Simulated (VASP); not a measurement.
# AlN (P6_3mc) in VASP: notebook, part 2 of 2

VASP 6.6.1. The steps go on from the part before.

**4. Single point, LDA**

This run uses another cell than the first one, of 10.87 Å³/atom.

Contents of INCAR:

```
PREC = Accurate ; ENCUT = 520
EDIFF = 1E-6 ; ISMEAR = -1
SIGMA = 0.05 ; LREAL = F
LASPH = T ; NELM = 100
ALGO = Normal ; ISIF = 2
LWAVE = F ; LCHARG = F
NBANDS = 16
```

Contents of KPOINTS:

```
Automatic mesh
0
Gamma
  10 10 6
```

Contents of POSCAR:

```
AlN
1.0
    3.1539652241      0.0000000000      0.0000000000
   -1.5769826120      2.7314140067      0.0000000000
    0.0000000000      0.0000000000      5.0465469904
Al N
2 2
Direct
    0.6666666667      0.3333333333      0.5000000000
    0.3333333333      0.6666666667      0.0000000000
    0.6666666667      0.3333333333      0.8800000000
    0.3333333333      0.6666666667      0.3800000000
```

Potentials or basis: VASP PAW LDA potentials, release 64 (Al, N).

Started as:

```sh
cat potpaw_LDA.64/Al/POTCAR potpaw_LDA.64/N/POTCAR > POTCAR
mpirun -np 1 vasp_std > vasp.out
```

OUTCAR:

```text
PREC = Accurate
   ENCUT = 520
   EDIFF = 1E-6
   ISMEAR = -1
   LREAL = F
   LASPH = T
   NELM = 100
   ISIF = 2

 ion  position               nearest neighbor table
   1  0.667  0.333  0.500-   3 1.92   4 1.92   4 1.92   4 1.92   2 3.11   2 3.11   2 3.11   2 3.11
                             2 3.11   2 3.11
   2  0.333  0.667  0.000-   4 1.92   3 1.92   3 1.92   3 1.92   1 3.11   1 3.11   1 3.11   1 3.11
                             1 3.11   1 3.11
   3  0.667  0.333  0.880-   1 1.92   2 1.92   2 1.92   2 1.92
   4  0.333  0.667  0.380-   2 1.92   1 1.92   1 1.92   1 1.92

[... 659 lines left out ...]
  --------------------------------------------------------------------------------------
  -------------------------------------------------------------------------------------
  Total       -3.2150050     -3.2150050     -2.7025202     -0.0000000     -0.0000000      0.0000000
  in kB     -118.4823014   -118.4823014    -99.5957416     -0.0000000     -0.0000000      0.0000000
  external PRESSURE =    -112.1867815 kB  Pullay stress =       0.0000000 kB

 VOLUME and BASIS-vectors are now :
 -----------------------------------------------------------------------------
  energy-cutoff  :      520.00
  volume of cell :       43.47
      direct lattice vectors                 reciprocal lattice vectors
     3.153965224  0.000000000  0.000000000     0.317061200  0.183055369  0.000000000
    -1.576982612  2.731414007  0.000000000     0.000000000  0.366110739  0.000000000
     0.000000000  0.000000000  5.046546990     0.000000000  0.000000000  0.198155293

 POSITION                                       TOTAL-FORCE (eV/Angst)
 -----------------------------------------------------------------------------------
      1.57698      0.91047      2.52327         0.000000     -0.000000     -0.091379
     -0.00000      1.82094      0.00000         0.000000     -0.000000     -0.091379
      1.57698      0.91047      4.44096        -0.000000     -0.000000      0.091379
     -0.00000      1.82094      1.91769        -0.000000      0.000000      0.091379
 -----------------------------------------------------------------------------------
    total drift:                               -0.000000      0.000000      0.000383

  FREE ENERGIE OF THE ION-ELECTRON SYSTEM (eV)
  ---------------------------------------------------
  free  energy   TOTEN  =       -32.7497199432 eV

  energy  without entropy=      -32.7497199431  energy(sigma->0) =      -32.74971994
```

OSZICAR:

```text
N       E                     dE             d eps       ncg     rms          rms(c)
DAV:   1     0.360752386290E+02    0.36075E+02   -0.72374E+03  1792   0.889E+02
DAV:   2    -0.344674323880E+02   -0.70543E+02   -0.64993E+02  2512   0.175E+02
DAV:   3    -0.376160081942E+02   -0.31486E+01   -0.31413E+01  2208   0.377E+01
DAV:   4    -0.376324117947E+02   -0.16404E-01   -0.16403E-01  2264   0.328E+00
DAV:   5    -0.376325831998E+02   -0.17141E-03   -0.17140E-03  2200   0.326E-01    0.119E+01
DAV:   6    -0.328600856849E+02    0.47725E+01   -0.11427E+01  1896   0.237E+01    0.424E+00
DAV:   7    -0.328115244600E+02    0.48561E-01   -0.47925E-01  2128   0.456E+00    0.276E+00
DAV:   8    -0.327524878408E+02    0.59037E-01   -0.78376E-02  1920   0.234E+00    0.385E-01
DAV:   9    -0.327496039179E+02    0.28839E-02   -0.66803E-03  2224   0.581E-01    0.235E-01
DAV:  10    -0.327497815662E+02   -0.17765E-03   -0.65887E-04  2040   0.162E-01    0.136E-01
DAV:  11    -0.327497205511E+02    0.61015E-04   -0.10124E-04  2136   0.743E-02    0.243E-02
DAV:  12    -0.327497199432E+02    0.60789E-06   -0.17229E-06  1872   0.997E-03
   1 F= -.32749720E+02 E0= -.32749720E+02  d E =-.550504E-10
```

stdout:

```text
POSCAR found type information on POSCAR AlN
 POSCAR found :  2 types and       4 ions
 scaLAPACK will be used
 LDA part: xc-table for (Slater(with rela. corr.)+CA(PZ))
 , standard interpolation
 POSCAR, INCAR and KPOINTS ok, starting setup
 FFT: planning ... GRIDC
 FFT: planning ... GRID_SOFT
 FFT: planning ... GRID
 WAVECAR not read
 entering main loop
```

Wall time 29 s (1 thread of Intel Xeon 8259CL, shared host); peak memory 0.16 GiB.

Results:

```
Free energy            : -32.7497 eV
Pressure               : -11.2 GPa
Largest force          : 0.091 eV/Å
Band gap on the k mesh : 3.90 eV
```

Forces on the atoms (eV/Å):
```
Al   0.000  0.000 -0.091
Al   0.000  0.000 -0.091
N    0.000  0.000  0.091
N    0.000  0.000  0.091
```

Caveat: the cell stands under tension. A k mesh can miss the band edges.

**5. Single point, PBE-based screened hybrid with 25 % exact exchange**

This run uses another cell than the first one, of 10.45 Å³/atom.

Contents of POSCAR:

```
AlN
1.0
    3.1130000000      0.0000000000      0.0000000000
   -1.5565000000      2.6959370820      0.0000000000
    0.0000000000      0.0000000000      4.9810000000
Al N
2 2
Direct
    0.6666666667      0.3333333333      0.5000000000
    0.3333333333      0.6666666667      0.0000000000
    0.6666666667      0.3333333333      0.8800000000
    0.3333333333      0.6666666667      0.3800000000
```

Contents of INCAR.step1:

```
SYSTEM = AlN
PREC = Accurate
ENCUT = 520
EDIFF = 1E-5
ISMEAR = -1
SIGMA = 0.05
LREAL = .False.
LASPH = .True.
NELM = 100
ALGO = Normal
ISIF = 2
LWAVE = .True.
LCHARG = .False.
GGA = PE
NBANDS = 16
```

Contents of INCAR.step2:

```
SYSTEM = AlN
PREC = Accurate
ENCUT = 520
EDIFF = 1E-7
ISMEAR = -1
SIGMA = 0.05
LREAL = .False.
LASPH = .True.
NELM = 100
ALGO = Normal
ISIF = 2
LWAVE = .False.
LCHARG = .False.
GGA = PE
LHFCALC = .True.
AEXX = 0.25
HFSCREEN = 0.2078699
PRECFOCK = Normal
ISTART = 1
NBANDS = 16
```

Contents of KPOINTS:

```
regular mesh
0
Gamma
  6 6 3
  0 0 0
```

Potentials or basis: VASP PAW PBE potentials, release 64 (Al, N).

Started as:

```sh
cat potpaw_PBE.64/Al/POTCAR potpaw_PBE.64/N/POTCAR > POTCAR
cp INCAR.step1 INCAR
mpirun -np 1 vasp_std > vasp.out
cp INCAR.step2 INCAR
mpirun -np 1 vasp_std > vasp.out
```

It took 9.9 min on 1 thread of AMD EPYC 7R13 (Zen 3), shared host; peak memory 0.23 GiB.

Results (log left out):

```
Free energy            : -34.8911 eV
Pressure               : -1.7 GPa
Largest force          : 0.127 eV/Å
Band gap on the k mesh : 5.57 eV
```

Forces on the atoms (eV/Å):
```
Al   0.000  0.000 -0.127
Al   0.000  0.000 -0.127
N    0.000  0.000  0.127
N    0.000  0.000  0.127
```

Stress tensor (GPa, compression positive):
```
-2.27  0.00  0.00
 0.00 -2.27  0.00
 0.00  0.00 -0.63
```

Levels at points of the mesh, in eV from the valence-band top:
| k point | band 6 | band 7 | band 8 | band 9 | band 10 | band 11 |
| --- | --- | --- | --- | --- | --- | --- |
| (0.00, 0.00, 0.00) | -0.19 | -0.19 | 0.00 | 5.57 | 8.13 | 12.46 |
| (0.50, 0.00, 0.00) | -2.27 | -1.89 | -0.73 | 7.18 | 7.18 | 9.74 |

Caveat: the k points lie up to 0.42 Å⁻¹ apart; the PAW data sets were made with another functional, which shifts forces and pressure a little.

**6. Single point, PBE-based screened hybrid with 35 % exact exchange**

This run uses another cell than the first one, of 10.45 Å³/atom.

POSCAR is that of step 5.

Contents of INCAR.step1:

```
SYSTEM = AlN
  PREC = Accurate
  ENCUT = 520
  EDIFF = 1E-5
  ISMEAR = -1
  SIGMA = 0.05
  LREAL = .FALSE.
  LASPH = .TRUE.
  NELM = 80
  ALGO = Normal
  ISIF = 2
  LWAVE = .TRUE.
  GGA = PE
  NBANDS = 16
```

Contents of INCAR.step2:

```
SYSTEM = AlN
  PREC = Accurate
  ENCUT = 520
  EDIFF = 1E-6
  ISMEAR = -1
  SIGMA = 0.05
  LREAL = .FALSE.
  LASPH = .TRUE.
  NELM = 80
  ALGO = Normal
  ISIF = 2
  LWAVE = .FALSE.
  LCHARG = .TRUE.
  GGA = PE
  LHFCALC = .TRUE.
  AEXX = 0.35
  HFSCREEN = 0.2078699
  PRECFOCK = Normal
  LELF = .TRUE.
  LVHAR = .TRUE.
  ISTART = 1
  NBANDS = 16
```

Contents of KPOINTS:

```
regular mesh
0
G
  6 6 3
  0 0 0
```

Potentials or basis: VASP PAW PBE potentials, release 64 (Al, N).

Started as:

```sh
cat potpaw_PBE.64/Al/POTCAR potpaw_PBE.64/N/POTCAR > POTCAR
cp INCAR.step1 INCAR
mpirun -np 1 vasp_std > vasp.out
cp INCAR.step2 INCAR
mpirun -np 1 vasp_std > vasp.out
```

OUTCAR:

```text
SYSTEM = AlN
   PREC = Accurate
   ENCUT = 520
   EDIFF = 1E-6
   ISMEAR = -1
   LREAL = .FALSE.
   LASPH = .TRUE.
   NELM = 80
   ISIF = 2
   GGA = PE
   LHFCALC = .TRUE.
   AEXX = 0.35
   HFSCREEN = 0.2078699
   PRECFOCK = Normal
   ISTART = 1

 ion  position               nearest neighbor table
   1  0.667  0.333  0.500-   3 1.89   4 1.89   4 1.89   4 1.89   2 3.07   2 3.07   2 3.07   2 3.07
                             2 3.07   2 3.07
   2  0.333  0.667  0.000-   4 1.89   3 1.89   3 1.89   3 1.89   1 3.07   1 3.07   1 3.07   1 3.07
                             1 3.07   1 3.07
   3  0.667  0.333  0.880-   1 1.89   2 1.89   2 1.89   2 1.89
   4  0.333  0.667  0.380-   2 1.89   1 1.89   1 1.89   1 1.89

  LATTYP: Found a hexagonal cell.
 ALAT       =     3.1130000000
 C/A-ratio  =     1.6000642467

  Lattice vectors:

 A1 = (   3.1130000000,   0.0000000000,   0.0000000000)
 A2 = (  -1.5565000000,   2.6959370820,   0.0000000000)
 A3 = (   0.0000000000,   0.0000000000,   4.9810000000)

Analysis of symmetry for initial positions (statically):
=====================================================================
 Subroutine PRICEL returns:
 Original cell was already a primitive cell.

 Routine SETGRP: Setting up the symmetry group for a
 hexagonal supercell.

 Subroutine GETGRP returns: Found 12 space group operations
 (whereof  6 operations were pure point group operations)
 out of a pool of 24 trial point group operations.

The static configuration has the point symmetry C_3v.
 The point group associated with its full space group is C_6v.

Analysis of symmetry for dynamics (positions and initial velocities):
=====================================================================
 Subroutine PRICEL returns:
 Original cell was already a primitive cell.

 Routine SETGRP: Setting up the symmetry group for a
 hexagonal supercell.

 Subroutine GETGRP returns: Found 12 space group operations
 (whereof  6 operations were pure point group operations)
 out of a pool of 24 trial point group operations.

The dynamic configuration has the point symmetry C_3v.
 The point group associated with its full space group is C_6v.

 Subroutine INISYM returns: Found 12 space group operations
 (whereof  6 operations are pure point group operations),
 and found     1 'primitive' translations

----------------------------------------------------------------------------------------

                                     Primitive cell

  volume of cell :      41.8028

  direct lattice vectors                    reciprocal lattice vectors
     3.113000000  0.000000000  0.000000000     0.321233537  0.185464269  0.000000000
    -1.556500000  2.695937082  0.000000000     0.000000000  0.370928538  0.000000000
     0.000000000  0.000000000  4.981000000     0.000000000  0.000000000  0.200762899

  length of vectors
     3.113000000  3.113000000  4.981000000     0.370928538  0.370928538  0.200762899

  position of ions in fractional coordinates (direct lattice)
     0.666666667  0.333333333  0.500000000
     0.333333333  0.666666667  0.000000000
     0.666666667  0.333333333  0.880000000
     0.333333333  0.666666667  0.380000000
[... 48 lines left out ...]
  0.333333  0.166667  0.333333     24.000000
  0.333333  0.333333  0.333333      4.000000
   k-points           NKPTS =     14   k-points in BZ     NKDIM =    108   number of bands    NBANDS=     16
   number of dos      NEDOS =    301   number of ions     NIONS =      4
   total plane-waves  NPLWV =  23040
   dimension x,y,z NGX =    24 NGY =   24 NGZ =   40
   dimension x,y,z NGXF=    48 NGYF=   48 NGZF=   80
   ions per type =               2   2
   NGX,Y,Z   is equivalent  to a cutoff of  12.82, 12.82, 13.35 a.u.
   NGXF,Y,Z  is equivalent  to a cutoff of  25.63, 25.63, 26.70 a.u.
 SYSTEM =  AlN
   PREC   = accura    normal or accurate (medium, high low for compatibility)
   ISTART =      1    job   : 0-new  1-cont  2-samecut
   ICHARG =      0    charge: 1-file 2-atom 10-const
   ISPIN  =      1    spin polarized calculation?
   LNONCOLLINEAR =      F non collinear calculations
   LSORBIT =      F    spin-orbit coupling
   LASPH  =      T    aspherical Exc in radial PAW
   ENCUT  =  520.0 eV  38.22 Ry    6.18 a.u.   5.79  5.79  9.26*2*pi/ulx,y,z
   NELM   =     80;   NELMIN=  2; NELMDL=  0     # of ELM steps
   EDIFF  = 0.1E-05   stopping-criterion for ELM
   LREAL  =      F    real-space projection
   EDIFFG = 0.1E-04   stopping-criterion for IOM
   NSW    =      0    number of steps for IOM
   IBRION =     -1    ionic relax: 0-MD 1-quasi-New 2-CG
   NFREE  =      0    steps in history (QN), initial steepest desc. (CG)
   ISIF   =      2    stress and relaxation
   ISYM   =      3    0-nonsym 1-usesym 2-fastsym
   POTIM  = 0.5000    time-step for ionic-motion
   TEBEG  =    0.0;   TEEND  =   0.0 temperature during run
   PSTRESS=    0.0 pullay stress
   NELECT =      16.0000    total number of electrons
   NUPDOWN=      -1.0000    fix difference up-down
   EMIN   =  10.00;   EMAX   =-10.00  energy-range for DOS
   EFERMI =   0.00;   METHOD = LEGACY
   ISMEAR =    -1;   SIGMA  =   0.05  broadening in eV -4-tet -1-fermi 0-gaus
   EFERMI_NEDOS =   21; number of points for ismear=-14 and -15
   IALGO  =     38    algorithm
   IMIX   =      1    mixing-type and parameters
     AMIX     =   0.40;   BMIX     =  1.00
     AMIX_MAG =   1.60;   BMIX_MAG =  1.00
  volume/ion in A,a.u.               =      10.45        70.52
  Fermi-wavevector in a.u.,A,eV,Ry     =   1.188629  2.246183 19.222843  1.412839
  Thomas-Fermi vector in A             =   2.324754
   LORBIT       =      0    0 simple, 1 ext, 2 COOP (PROOUT), +10 PAW based schemes
   GGA     = PE    functional components
   LHFCALC =     T    Hartree Fock is set to
   PRECFOCK=normal    Normal, Fast or Accurate (Low or Medium for compatibility)
   ENCUT4O =  -1.0   cutoff for four orbital integrals eV
   NKREDX  =     1    reduce k-point grid by
   NKREDY  =     1    reduce k-point grid by
   NKREDZ  =     1    reduce k-point grid by
   AEXX    =    0.3500 exact exchange contribution
   HFSCREEN=    0.2079 screening length (either q_TF or 0.3 A-1)
   HFSCREENC=   0.2079 screening length for correlation (either q_TF or 0.3 A-1)
   ENCUTFOCK=  -1.0 apply spherical cutoff to Coloumb kernel
   IVDW    =     0    specifies the selected vdW correction
   LEPSILON=     F    determine dielectric tensor
   LRPA    =     F    only Hartree local field effects (RPA)
 non-spin polarized calculation
  energy-cutoff  :      520.00
  volume of cell :       41.80
 maximum number of plane-waves:      1152
 NGX is ok and might be reduce to    24
  NGX = 18; NGY = 18; NGZ = 28

 number of electron      15.9999997 magnetization

 Free energy of the ion-electron system (eV)
  ---------------------------------------------------
  ext. energy  EPLUGINS =         0.00000000
  ---------------------------------------------------
  free energy    TOTEN  =       -37.00881813 eV

  energy without entropy =      -37.00881813  energy(sigma->0) =      -37.00881813

 E-fermi :   5.8834     XC(G=0):  -8.2298

 val. band max:        4.8303450691   @ k =   0.0000   0.0000   0.0000
 cond. band min:      10.9622536606   @ k =   0.0000   0.0000   0.0000
 fundamental gap:      6.1319085915
 Fermi energy:         5.8833507888

 k-point     1 :       0.0000    0.0000    0.0000
  band No.  band energies     occupation
      1     -12.4362      2.00000
      2     -10.0893      2.00000
      3      -1.8473      2.00000
      4       3.8785      2.00000
      5       3.8785      2.00000
      6       4.6339      2.00000
[... 243 lines left out ...]
      3      -0.3555      2.00000
      4      -0.3555      2.00000
      5       0.0125      2.00000
      6       1.2630      2.00000
[... 8 lines left out ...]
     15      20.4942      0.00000
     16      22.5603      0.00000

------------------------ aborting loop because EDIFF is reached ----------------------------------------

  FORCE on cell =-STRESS in cart. coord.  units (eV):
  Direction    XX          YY          ZZ          XY          YZ          ZX
  --------------------------------------------------------------------------------------
  -------------------------------------------------------------------------------------
  Total       -1.1266022     -1.1266022     -0.6984911      0.0000000      0.0000000      0.0000000
  in kB      -43.1793147    -43.1793147    -26.7710894      0.0000000      0.0000000      0.0000000
  external PRESSURE =     -37.7099062 kB  Pullay stress =       0.0000000 kB

 VOLUME and BASIS-vectors are now :
 -----------------------------------------------------------------------------
  energy-cutoff  :      520.00
  volume of cell :       41.80
      direct lattice vectors                 reciprocal lattice vectors
     3.113000000  0.000000000  0.000000000     0.321233537  0.185464269  0.000000000
    -1.556500000  2.695937082  0.000000000     0.000000000  0.370928538  0.000000000
     0.000000000  0.000000000  4.981000000     0.000000000  0.000000000  0.200762899

 POSITION                                       TOTAL-FORCE (eV/Angst)
 -----------------------------------------------------------------------------------
      1.55650      0.89865      2.49050         0.000000     -0.000000     -0.125441
     -0.00000      1.79729      0.00000        -0.000000     -0.000000     -0.125441
      1.55650      0.89865      4.38328         0.000000     -0.000000      0.125441
     -0.00000      1.79729      1.89278         0.000000      0.000000      0.125441
 -----------------------------------------------------------------------------------
    total drift:                               -0.000000     -0.000000      0.000237

  FREE ENERGIE OF THE ION-ELECTRON SYSTEM (eV)
  ---------------------------------------------------
  free  energy   TOTEN  =       -37.0088181347 eV

  energy  without entropy=      -37.0088181347  energy(sigma->0) =      -37.00881813
```

It took 10 min on 1 thread of AMD EPYC 7R13 (Zen 3), shared host; peak memory 0.23 GiB.

Results:

* Free energy: -37.0088 eV
* Pressure: -3.8 GPa
* Largest force: 0.125 eV/Å
* Band gap on the k mesh: 6.13 eV

Forces in eV/Å, atoms in the order of the input:
```
Al   0.000  0.000 -0.125
Al   0.000  0.000 -0.125
N    0.000  0.000  0.125
N    0.000  0.000  0.125
```

Caveat: the k points lie up to 0.42 Å⁻¹ apart; the PAW data sets were made with another functional, which shifts forces and pressure a little.

**7. The runs side by side**

| level | potentials or basis | cell | k mesh | grid for exact exchange (PRECFOCK) | share of exact exchange | screening parameter | gap on the mesh (eV) | pressure (GPa) | largest force (eV/Å) |
| --- | --- | --- | --- | --- | --- | --- | --- | --- | --- |
| LDA | VASP PAW LDA potentials, release 64 (Al, N) | a = 3.134, b = 3.134, c = 5.014 Å, angles 90.0, 90.0, 120.0°, 4 atoms | 10 × 10 × 6 | - | - | - | 4.07 | -7.8 | 0.10 |
| RPBE+D4 | VASP PAW PBE potentials, release 64 (Al, N) | a = 3.134, b = 3.134, c = 5.014 Å, angles 90.0, 90.0, 120.0°, 4 atoms | 10 × 10 × 6 | - | - | - | 4.10 | -7.6 | 0.11 |
| LDA | VASP PAW LDA potentials, release 64 (Al, N) | a = 3.154, b = 3.154, c = 5.047 Å, angles 90.0, 90.0, 120.0°, 4 atoms | 10 × 10 × 6 | - | - | - | 3.90 | -11.2 | 0.09 |
| PBE-based screened hybrid with 25 % exact exchange | VASP PAW PBE potentials, release 64 (Al, N) | a = 3.113, b = 3.113, c = 4.981 Å, angles 90.0, 90.0, 120.0°, 4 atoms | 6 × 6 × 3 | Normal | 0.25 | 0.20787 1/Å | 5.57 | -1.7 | 0.13 |
| PBE-based screened hybrid with 35 % exact exchange | VASP PAW PBE potentials, release 64 (Al, N) | a = 3.113, b = 3.113, c = 4.981 Å, angles 90.0, 90.0, 120.0°, 4 atoms | 6 × 6 × 3 | Normal | 0.35 | 0.20787 1/Å | 6.13 | -3.8 | 0.13 |

Alike in all rows: task single point; no spin polarisation; cutoff (eV) 520; smearing fermi-dirac 0.05 eV.

Caveats: some runs use coarse meshes; the cell stands under tension (at least some runs); the PAW data sets were made with another functional, which shifts forces and pressure a little (at least some runs).

Total energies depend on the potentials used, so only differences within one code and one set of settings carry meaning.
